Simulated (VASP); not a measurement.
# C in VASP: relaxation of the atoms with PBE

Aim: the relaxation of the atoms of C with PBE.

Everything below comes from runs of VASP 6.6.1. Logs are shortened: lines on timing, memory, paths and dates and some standing lists are left out, and cuts for length are marked.

## Step 1: The cell of the first run

The cell holds a slab with vacuum, 6 atoms: a = 2.517 Å, b = 2.517 Å, c = 18.450 Å, α = 90.00°, β = 90.00°, γ = 90.00°.

## Step 2: Relaxation of the atoms, PBE

File INCAR:

```
SYSTEM = C
ALGO     = Normal         ! electronic algorithm
DIPOL    = 0.5 0.5 0.500
EDIFF    = 1E-7           ! SCF threshold, eV
EDIFFG   = -0.01          ! ionic threshold
ENCUT    = 520            ! plane-wave cutoff, eV
GGA      = PE             ! functional
GGA_COMPAT= .False.      
IBRION   = 2              ! ionic algorithm
IDIPOL   = 3            
ISIF     = 2              ! what is computed and relaxed
ISMEAR   = 0              ! smearing method
LASPH    = .True.         ! aspherical terms in the spheres
LCHARG   = .False.        ! write CHGCAR
LDIPOL   = .True.       
LREAL    = .False.        ! projectors in reciprocal space
LWAVE    = .False.        ! write WAVECAR
NELM     = 120            ! most SCF steps
NELMDL   = -8           
NELMIN   = 4            
NSW      = 80             ! ionic steps
PREC     = Accurate       ! precision mode
SIGMA    = 0.03           ! smearing width, eV
```

File KPOINTS:

```
k-points
0
Gamma
  10 10 1
  0 0 0
```

File POSCAR:

```
C
1.0
    2.5173001000      0.0000000000      0.0000000000
    0.0000000000      2.5173001000      0.0000000000
    0.0000000000      0.0000000000     18.4500000000
C
6
Direct
    0.0000000000      0.0000000000      0.3794037940
    0.0000000000      0.5000000000      0.4276422764
    0.5000000000      0.5000000000      0.4758807588
    0.5000000000      1.0000000000      0.5241192412
    0.0000000000      0.0000000000      0.5723577236
    0.0000000000      0.5000000000      0.6205962060
```

Potentials or basis: VASP PAW PBE potentials, release 64 (C).

The run is started by

```bash
cat potpaw_PBE.64/C/POTCAR > POTCAR
mpirun -np 1 vasp_std > vasp.out
```

OUTCAR:

```text
SYSTEM = C
   EDIFF = 1E-7
   EDIFFG = -0.01
   ENCUT = 520
   GGA = PE
   IBRION = 2
   ISIF = 2
   ISMEAR = 0
   LASPH = .True.
   LREAL = .False.
   NELM = 120
   NELMDL = -8
   NELMIN = 4
   NSW = 80
   PREC = Accurate

 ion  position               nearest neighbor table
   1  0.000  0.000  0.379-   2 1.54   2 1.54
   2  0.000  0.500  0.428-   1 1.54   3 1.54   1 1.54   3 1.54
   3  0.500  0.500  0.476-   4 1.54   4 1.54   2 1.54   2 1.54
   4  0.500  0.000  0.524-   3 1.54   3 1.54   5 1.54   5 1.54
   5  0.000  0.000  0.572-   4 1.54   6 1.54   6 1.54   4 1.54
   6  0.000  0.500  0.621-   5 1.54   5 1.54

  LATTYP: Found a simple tetragonal cell.
 ALAT       =     2.5173001000
 C/A-ratio  =     7.3292810817

  Lattice vectors:

 A1 = (   2.5173001000,   0.0000000000,   0.0000000000)
 A2 = (   0.0000000000,   2.5173001000,   0.0000000000)
 A3 = (   0.0000000000,   0.0000000000,  18.4500000000)

Analysis of symmetry for initial positions (statically):
=====================================================================
 Subroutine PRICEL returns:
 Original cell was already a primitive cell.

 Routine SETGRP: Setting up the symmetry group for a
 simple tetragonal supercell.

 Subroutine GETGRP returns: Found  8 space group operations
 (whereof  4 operations were pure point group operations)
 out of a pool of 16 trial point group operations.

The static configuration has the point symmetry C_2v.
 The point group associated with its full space group is D_2h.

Analysis of symmetry for dynamics (positions and initial velocities):
=====================================================================
 Subroutine PRICEL returns:
 Original cell was already a primitive cell.

 Routine SETGRP: Setting up the symmetry group for a
 simple tetragonal supercell.

 Subroutine GETGRP returns: Found  8 space group operations
 (whereof  4 operations were pure point group operations)
 out of a pool of 16 trial point group operations.

The dynamic configuration has the point symmetry C_2v.
 The point group associated with its full space group is D_2h.

 Subroutine INISYM returns: Found  8 space group operations
 (whereof  4 operations are pure point group operations),
 and found     1 'primitive' translations

----------------------------------------------------------------------------------------

                                     Primitive cell

  volume of cell :     116.9140

  direct lattice vectors                    reciprocal lattice vectors
     2.517300100  0.000000000  0.000000000     0.397251007  0.000000000  0.000000000
     0.000000000  2.517300100  0.000000000     0.000000000  0.397251007  0.000000000
     0.000000000  0.000000000 18.450000000     0.000000000  0.000000000  0.054200542

  length of vectors
     2.517300100  2.517300100 18.450000000     0.397251007  0.397251007  0.054200542

  position of ions in fractional coordinates (direct lattice)
     0.000000000  0.000000000  0.379403794
     0.000000000  0.500000000  0.427642276
     0.500000000  0.500000000  0.475880759
     0.500000000  0.000000000  0.524119241
     0.000000000  0.000000000  0.572357724
     0.000000000  0.500000000  0.620596206

  ion indices of the primitive-cell ions
   primitive index   ion index
                 1           1
                 2           2
                 3           3
                 4           4
                 5           5
                 6           6

----------------------------------------------------------------------------------------

 KPOINTS: k-points

Automatic generation of k-mesh.
 Grid dimensions read from file:
 generate k-points for:   10   10    1

 Generating k-lattice:

  Cartesian coordinates                     Fractional coordinates (reciprocal lattice)
     0.039725101  0.000000000  0.000000000     0.100000000  0.000000000  0.000000000
     0.000000000  0.039725101  0.000000000     0.000000000  0.100000000  0.000000000
     0.000000000  0.000000000  0.054200542     0.000000000  0.000000000  1.000000000

  Length of vectors
     0.039725101  0.039725101  0.054200542

  Shift w.r.t. Gamma in fractional coordinates (k-lattice)
     0.000000000  0.000000000  0.000000000

 Subroutine IBZKPT returns following result:
 ===========================================

 Found     36 irreducible k-points:

 Following reciprocal coordinates:
            Coordinates               Weight
  0.000000  0.000000  0.000000      1.000000
  0.100000  0.000000  0.000000      2.000000
  0.000000  0.100000  0.000000      2.000000
  0.200000  0.000000  0.000000      2.000000
  0.000000  0.200000  0.000000      2.000000
  0.300000  0.000000  0.000000      2.000000
[... 16 lines left out ...]
 -0.200000  0.300000  0.000000      4.000000
  0.400000  0.200000  0.000000      4.000000
 [... further k-points ...]
   k-points           NKPTS =     36   k-points in BZ     NKDIM =     36   number of bands    NBANDS=     16
   number of dos      NEDOS =    301   number of ions     NIONS =      6
   total plane-waves  NPLWV =  56000
   dimension x,y,z NGX =    20 NGY =   20 NGZ =  140
   dimension x,y,z NGXF=    40 NGYF=   40 NGZF=  280
   ions per type =               6
   NGX,Y,Z   is equivalent  to a cutoff of  13.21, 13.21, 12.61 a.u.
   NGXF,Y,Z  is equivalent  to a cutoff of  26.42, 26.42, 25.23 a.u.
 SYSTEM =  C
   PREC   = accura    normal or accurate (medium, high low for compatibility)
   ISTART =      0    job   : 0-new  1-cont  2-samecut
   ICHARG =      2    charge: 1-file 2-atom 10-const
   ISPIN  =      1    spin polarized calculation?
   LNONCOLLINEAR =      F non collinear calculations
   LSORBIT =      F    spin-orbit coupling
   LASPH  =      T    aspherical Exc in radial PAW
   ENCUT  =  520.0 eV  38.22 Ry    6.18 a.u.   4.68  4.68 34.30*2*pi/ulx,y,z
   NELM   =    120;   NELMIN=  4; NELMDL= -8     # of ELM steps
   EDIFF  = 0.1E-06   stopping-criterion for ELM
   LREAL  =      F    real-space projection
   EDIFFG = -.1E-01   stopping-criterion for IOM
   NSW    =     80    number of steps for IOM
   IBRION =      2    ionic relax: 0-MD 1-quasi-New 2-CG
   NFREE  =      1    steps in history (QN), initial steepest desc. (CG)
   ISIF   =      2    stress and relaxation
   ISYM   =      2    0-nonsym 1-usesym 2-fastsym
   POTIM  = 0.5000    time-step for ionic-motion
   TEBEG  =    0.0;   TEEND  =   0.0 temperature during run
   PSTRESS=    0.0 pullay stress
   NELECT =      24.0000    total number of electrons
   NUPDOWN=      -1.0000    fix difference up-down
   EMIN   =  10.00;   EMAX   =-10.00  energy-range for DOS
   EFERMI =   0.00;   METHOD = LEGACY
   ISMEAR =     0;   SIGMA  =   0.03  broadening in eV -4-tet -1-fermi 0-gaus
   EFERMI_NEDOS =   21; number of points for ismear=-14 and -15
   IALGO  =     38    algorithm
   IMIX   =      4    mixing-type and parameters
     AMIX     =   0.40;   BMIX     =  1.00
     AMIX_MAG =   1.60;   BMIX_MAG =  1.00
  volume/ion in A,a.u.               =      19.49       131.50
  Fermi-wavevector in a.u.,A,eV,Ry     =   0.965732  1.824968 12.689305  0.932638
  Thomas-Fermi vector in A             =   2.095473
   LORBIT       =      0    0 simple, 1 ext, 2 COOP (PROOUT), +10 PAW based schemes
   GGA     = PE    functional components
   LHFCALC =     F    Hartree Fock is set to
   AEXX    =    0.0000 exact exchange contribution
   IVDW    =     0    specifies the selected vdW correction
   LEPSILON=     F    determine dielectric tensor
   LRPA    =     F    only Hartree local field effects (RPA)
 conjugate gradient relaxation of ions
 non-spin polarized calculation
 Gauss-broadening in eV      SIGMA  =   0.03
  energy-cutoff  :      520.00
  volume of cell :      116.91
 maximum number of plane-waves:      3209
   NGX =  9   NGY =  9   NGZ = 69

--------------------------------------- Ionic step        1  -------------------------------------------

 number of electron      24.0000002 magnetization

 Free energy of the ion-electron system (eV)
  ---------------------------------------------------
  ext. energy  EPLUGINS =         0.00000000
  ---------------------------------------------------
  free energy    TOTEN  =       -47.67892482 eV

  energy without entropy =      -47.67833788  energy(sigma->0) =      -47.67863135

------------------------ aborting loop because EDIFF is reached ----------------------------------------

  FORCE on cell =-STRESS in cart. coord.  units (eV):
  Direction    XX          YY          ZZ          XY          YZ          ZX
  --------------------------------------------------------------------------------------
  -------------------------------------------------------------------------------------
  Total       -6.7491450     -0.8490555     -3.2725251      0.0000000      0.0000000      0.0000000
  in kB      -92.4896173    -11.6353726    -44.8463617      0.0000000      0.0000000      0.0000000
  external PRESSURE =     -49.6571172 kB  Pullay stress =       0.0000000 kB
[... 221 lines left out ...]
  FREE ENERGIE OF THE ION-ELECTRON SYSTEM (eV)
  ---------------------------------------------------
  free  energy   TOTEN  =       -47.9292230704 eV

  energy  without entropy=      -47.9275362118  energy(sigma->0) =      -47.92837964

 dipolmoment           0.000000      0.000000      0.000000 electrons x Angstroem

--------------------------------------- Ionic step        7  -------------------------------------------

 number of electron      24.0000002 magnetization

------------------------ aborting loop because EDIFF is reached ----------------------------------------
[... 35 lines left out ...]
--------------------------------------- Ionic step        8  -------------------------------------------

 number of electron      24.0000002 magnetization

 dipolmoment           0.000000      0.000000     -0.000000 electrons x Angstroem

 Free energy of the ion-electron system (eV)
  ---------------------------------------------------
  ext. energy  EPLUGINS =         0.00000000
  ---------------------------------------------------
  free energy    TOTEN  =       -47.93056637 eV

  energy without entropy =      -47.92888612  energy(sigma->0) =      -47.92972625

 E-fermi :  -2.1979     XC(G=0):  -5.0121

 val. band max:       -2.1992364565   @ k =   0.2000   0.1000   0.0000
 cond. band min:      -2.1878345975   @ k =   0.3000   0.1000   0.0000
 fundamental gap:      0.0114018590
 Fermi energy:        -2.1978894346

 k-point     1 :       0.0000    0.0000    0.0000
  band No.  band energies     occupation
      1     -23.1553      2.00000
      2     -20.6300      2.00000
      3     -16.7215      2.00000
      4     -11.7960      2.00000
      5      -8.4110      2.00000
      6      -7.7116      2.00000
[... 433 lines left out ...]
      3     -16.6444      2.00000
      4     -12.8930      2.00000
      5     -12.1607      2.00000
      6      -9.7744      2.00000
[... 8 lines left out ...]
     15       5.6155      0.00000
     16       6.8285      0.00000

 [... further k-points ...]

------------------------ aborting loop because EDIFF is reached ----------------------------------------

 vacuum level on the upper side and lower side of the slab       (xc-potential included)        -0.008        -0.008

  FORCE on cell =-STRESS in cart. coord.  units (eV):
  Direction    XX          YY          ZZ          XY          YZ          ZX
  --------------------------------------------------------------------------------------
  -------------------------------------------------------------------------------------
  Total       -5.3031535      0.2227499     -0.0408488      0.0000000      0.0000000      0.0000000
  in kB      -72.6738933      3.0525426     -0.5597880      0.0000000      0.0000000      0.0000000
  external PRESSURE =     -23.3937129 kB  Pullay stress =       0.0000000 kB
[... 21 lines left out ...]
  FREE ENERGIE OF THE ION-ELECTRON SYSTEM (eV)
  ---------------------------------------------------
  free  energy   TOTEN  =       -47.9305663708 eV

  energy  without entropy=      -47.9288861238  energy(sigma->0) =      -47.92972625

 reached required accuracy - stopping structural energy minimisation

 vacuum level on the upper side and lower side of the slab         4.975         4.975
```

Run time: 7.4 min. Hardware: 1 thread of AMD EPYC 7R13, shared host; peak memory 0.21 GiB.

Results:

```
Free energy                  : -47.9306 eV
Energy gained by relaxing    : 41.9 meV/atom
Ionic steps                  : 8
Largest force after relaxing : 0.003 eV/Å
Band gap on the k mesh       : zero (bands 12 and 13 overlap by 0.73 eV)
```

Forces on the atoms (eV/Å):
```
C    0.000  0.000 -0.001
C    0.000  0.000  0.003
C    0.000  0.000 -0.003
C    0.000  0.000  0.003
C    0.000  0.000 -0.003
C    0.000  0.000  0.001
```

The path:
```csv
step,energy change (eV),largest force (eV/Å),pressure (GPa)
1,0.0000,2.4947,-4.97
2,0.0285,2.5177,-0.04
3,-0.2447,0.2266,-3.21
4,-0.2447,0.2034,-3.16
5,-0.2493,0.1510,-2.76
6,-0.2503,0.2166,-2.47
7,-0.2510,0.1578,-2.25
8,-0.2516,0.0031,-2.34
```

Final structure:
```xyz
6
Lattice="2.5173 0.0000 0.0000 0.0000 2.5173 0.0000 0.0000 0.0000 18.4500" Properties=species:S:1:pos:R:3 pbc="T T T"
C     0.0000    0.0000    7.0683
C     0.0000    1.2587    7.8487
C     1.2587    1.2587    8.7933
C     1.2587    0.0000    9.6567
C     0.0000    0.0000   10.6013
C     0.0000    1.2587   11.3817
```
